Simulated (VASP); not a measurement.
# TaN (Imm2) in VASP: single point with LDA

Aim: the single point of TaN with LDA.

All numbers are computed with VASP 6.6.1; they aren't measurements. Logs are shortened: lines on timing, memory, paths and dates and some standing lists are left out, and cuts for length are marked.

## (1) The cell of the first run

Symmetry: Imm2, No. 44, orthorhombic system. The conventional cell has a = 3.074 Å, b = 4.348 Å, c = 3.074 Å, α = 90.00°, β = 90.00°, γ = 90.00°. Within 2.6 Å of Ta (site symmetry mm2) lie 6 N at 1.99 to 2.38 Å. N (site symmetry mm2) has 6 Ta at 1.99 to 2.38 Å within 2.6 Å.

## (2) Single point, LDA (atoms displaced along several vibrational modes)

INCAR

```
SYSTEM = TaN
  PREC = Accurate
  ENCUT = 1330
  EDIFF = 1E-6
  ISMEAR = 0
  SIGMA = 0.15
  LREAL = .False.
  LASPH = .True.
  NELM = 120
  ALGO = Normal
  ISIF = 2
  LWAVE = .False.
  LCHARG = .False.
  GGA = CA
  NBANDS = 16
  GGA_COMPAT = .False.
```

KPOINTS

```
Automatic mesh
0
Gamma
  18 18 18
  0 0 0
```

POSCAR

```
TaN
1.0
    0.0000000000      2.1738356505      2.1738356505
    2.1738356505      0.0000000000      2.1738356505
    2.1738356505      2.1738356505      0.0000000000
Ta N
1 1
Direct
    0.5000000000      0.5065165242      0.5000000000
    0.0000000000     -0.0841829970      0.0000000000
```

Potentials or basis: VASP PAW LDA potentials, release 64 (Ta_sv_GW, N_h).

Started as:

```sh
cat potpaw_LDA.64/Ta_sv_GW/POTCAR potpaw_LDA.64/N_h/POTCAR > POTCAR
mpirun -np 1 vasp_std > vasp.out
```

OUTCAR:

```text
SYSTEM = TaN
   PREC = Accurate
   ENCUT = 1330
   EDIFF = 1E-6
   ISMEAR = 0
   LREAL = .False.
   LASPH = .True.
   NELM = 120
   ISIF = 2
   GGA = CA

 ion  position               nearest neighbor table
   1  0.500  0.507  0.500-   2 1.99   2 1.99   2 2.19   2 2.19   2 2.38   2 2.38
   2  0.000  0.916  0.000-   1 1.99   1 1.99   1 2.19   1 2.19   1 2.38   1 2.38

  LATTYP: Found a face centered cubic cell.
 ALAT       =     4.3476713010

  Lattice vectors:

 A1 = (   0.0000000000,   2.1738356505,   2.1738356505)
 A2 = (   2.1738356505,   0.0000000000,   2.1738356505)
 A3 = (   2.1738356505,   2.1738356505,   0.0000000000)

Analysis of symmetry for initial positions (statically):
=====================================================================
 Subroutine PRICEL returns:
 Original cell was already a primitive cell.

 Routine SETGRP: Setting up the symmetry group for a
 face centered cubic supercell.

 Subroutine GETGRP returns: Found  4 space group operations
 (whereof  4 operations were pure point group operations)
 out of a pool of 48 trial point group operations.

The static configuration has the point symmetry C_2v.

Analysis of symmetry for dynamics (positions and initial velocities):
=====================================================================
 Subroutine PRICEL returns:
 Original cell was already a primitive cell.

 Routine SETGRP: Setting up the symmetry group for a
 face centered cubic supercell.

 Subroutine GETGRP returns: Found  4 space group operations
 (whereof  4 operations were pure point group operations)
 out of a pool of 48 trial point group operations.

The dynamic configuration has the point symmetry C_2v.

 Subroutine INISYM returns: Found  4 space group operations
 (whereof  4 operations are pure point group operations),
 and found     1 'primitive' translations

----------------------------------------------------------------------------------------

                                     Primitive cell

  volume of cell :      20.5452

  direct lattice vectors                    reciprocal lattice vectors
     0.000000000  2.173835651  2.173835651    -0.230008188  0.230008188  0.230008188
     2.173835651  0.000000000  2.173835651     0.230008188 -0.230008188  0.230008188
     2.173835651  2.173835651  0.000000000     0.230008188  0.230008188 -0.230008188

  length of vectors
     3.074267859  3.074267859  3.074267859     0.398385869  0.398385869  0.398385869
[... 75 lines left out ...]
   ISPIN  =      1    spin polarized calculation?
   LNONCOLLINEAR =      F non collinear calculations
   LSORBIT =      F    spin-orbit coupling
   LASPH  =      T    aspherical Exc in radial PAW
   ENCUT  = 1330.0 eV  97.75 Ry    9.89 a.u.   9.14  9.14  9.14*2*pi/ulx,y,z
   NELM   =    120;   NELMIN=  2; NELMDL= -5     # of ELM steps
   EDIFF  = 0.1E-05   stopping-criterion for ELM
   LREAL  =      F    real-space projection
   EDIFFG = 0.1E-04   stopping-criterion for IOM
   NSW    =      0    number of steps for IOM
   IBRION =     -1    ionic relax: 0-MD 1-quasi-New 2-CG
   NFREE  =      0    steps in history (QN), initial steepest desc. (CG)
   ISIF   =      2    stress and relaxation
   ISYM   =      2    0-nonsym 1-usesym 2-fastsym
   POTIM  = 0.5000    time-step for ionic-motion
   TEBEG  =    0.0;   TEEND  =   0.0 temperature during run
   PSTRESS=    0.0 pullay stress
   NELECT =      18.0000    total number of electrons
   NUPDOWN=      -1.0000    fix difference up-down
   EMIN   =  10.00;   EMAX   =-10.00  energy-range for DOS
   EFERMI =   0.00;   METHOD = LEGACY
   ISMEAR =     0;   SIGMA  =   0.15  broadening in eV -4-tet -1-fermi 0-gaus
   EFERMI_NEDOS =   21; number of points for ismear=-14 and -15
   IALGO  =     38    algorithm
   IMIX   =      4    mixing-type and parameters
     AMIX     =   0.40;   BMIX     =  1.00
     AMIX_MAG =   1.60;   BMIX_MAG =  1.00
  volume/ion in A,a.u.               =      10.27        69.32
  Fermi-wavevector in a.u.,A,eV,Ry     =   1.566495  2.960246 33.387418  2.453906
  Thomas-Fermi vector in A             =   2.668814
   LORBIT       =      0    0 simple, 1 ext, 2 COOP (PROOUT), +10 PAW based schemes
   GGA     = CA    functional components
   LHFCALC =     F    Hartree Fock is set to
   AEXX    =    0.0000 exact exchange contribution
   IVDW    =     0    specifies the selected vdW correction
   LEPSILON=     F    determine dielectric tensor
   LRPA    =     F    only Hartree local field effects (RPA)
 non-spin polarized calculation
 Gauss-broadening in eV      SIGMA  =   0.15
  energy-cutoff  :     1330.00
  volume of cell :       20.55
 maximum number of plane-waves:      2285
 NGX is ok and might be reduce to    40
   NGX = 19   NGY = 19   NGZ = 19

 number of electron      18.0000000 magnetization

 Free energy of the ion-electron system (eV)
  ---------------------------------------------------
  ext. energy  EPLUGINS =         0.00000000
  ---------------------------------------------------
  free energy    TOTEN  =       -26.27220358 eV

  energy without entropy =      -26.26404021  energy(sigma->0) =      -26.26812190

 E-fermi :  14.1754     XC(G=0): -14.2456

 val. band max:       14.1747896440   @ k =  -0.3333   0.2222   0.0000
 cond. band min:      14.1767778587   @ k =   0.1667   0.4444  -0.2222
 fundamental gap:      0.0019882147
 Fermi energy:        14.1754479674

 k-point     1 :       0.0000    0.0000    0.0000
  band No.  band energies     occupation
      1     -54.5763      2.00000
      2     -21.0647      2.00000
      3     -21.0447      2.00000
      4     -20.9915      2.00000
      5      -4.5015      2.00000
      6       8.9511      2.00000
[... 433 lines left out ...]
      3     -21.0674      2.00000
      4     -21.0365      2.00000
      5      -4.2193      2.00000
      6       7.9383      2.00000
[... 8 lines left out ...]
     15      24.2733      0.00000
     16      35.7582      0.00000

 [... further k-points ...]
[... 5 lines left out ...]
  --------------------------------------------------------------------------------------
  -------------------------------------------------------------------------------------
  Total        2.9374241      0.1780325      2.9374241      0.0000000      0.0000000     -0.8491476
  in kB      229.0694192     13.8835282    229.0694192      0.0000000      0.0000000    -66.2191541
  external PRESSURE =     157.3407889 kB  Pullay stress =       0.0000000 kB

 VOLUME and BASIS-vectors are now :
 -----------------------------------------------------------------------------
  energy-cutoff  :     1330.00
  volume of cell :       20.55
      direct lattice vectors                 reciprocal lattice vectors
     0.000000000  2.173835651  2.173835651    -0.230008188  0.230008188  0.230008188
     2.173835651  0.000000000  2.173835651     0.230008188 -0.230008188  0.230008188
     2.173835651  2.173835651  0.000000000     0.230008188  0.230008188 -0.230008188

 POSITION                                       TOTAL-FORCE (eV/Angst)
 -----------------------------------------------------------------------------------
      2.18800      2.17384      2.18800        -2.244026      0.000000     -2.244026
      1.99084      0.00000      1.99084         2.244026      0.000000      2.244026
 -----------------------------------------------------------------------------------
    total drift:                                0.000028      0.000000      0.000028

  FREE ENERGIE OF THE ION-ELECTRON SYSTEM (eV)
  ---------------------------------------------------
  free  energy   TOTEN  =       -26.2722035843 eV

  energy  without entropy=      -26.2640402067  energy(sigma->0) =      -26.26812190
```

stdout:

```text
POSCAR found type information on POSCAR TaN
 POSCAR found :  2 types and       2 ions
 scaLAPACK will be used
 LDA part: xc-table for (Slater(with rela. corr.)+CA(PZ))
 , standard interpolation
 POSCAR, INCAR and KPOINTS ok, starting setup
 FFT: planning ... GRIDC
 FFT: planning ... GRID_SOFT
 FFT: planning ... GRID
 WAVECAR not read
 entering main loop
```

Run time: 16 min. Hardware: 1 thread of Intel Xeon Platinum 8488C (Sapphire Rapids), shared host; peak memory 1.3 GiB.

Results:

```yaml
Free_energy: -26.2722 eV
Pressure: 15.7 GPa
Largest_force: 3.174 eV/Å
Band_gap_on_the_k_mesh: zero (bands 9 and 10 overlap by 3.09 eV)
```

Forces on the atoms (eV/Å):
```
Ta  -2.244  0.000 -2.244
N    2.244  0.000  2.244
```

Stress tensor (GPa, compression positive):
```
22.91  0.00 -6.62
 0.00  1.39  0.00
-6.62  0.00 22.91
```

Caveat: the cell differs from its parent crystal (atoms displaced along several vibrational modes); the stress differs along the axes, from 1 to 23 GPa; spin-orbit coupling is left out, which moves the levels of the heavy elements; forces of over 1 eV/Å act on the atoms, so gaps and moduli don't describe the material at rest.
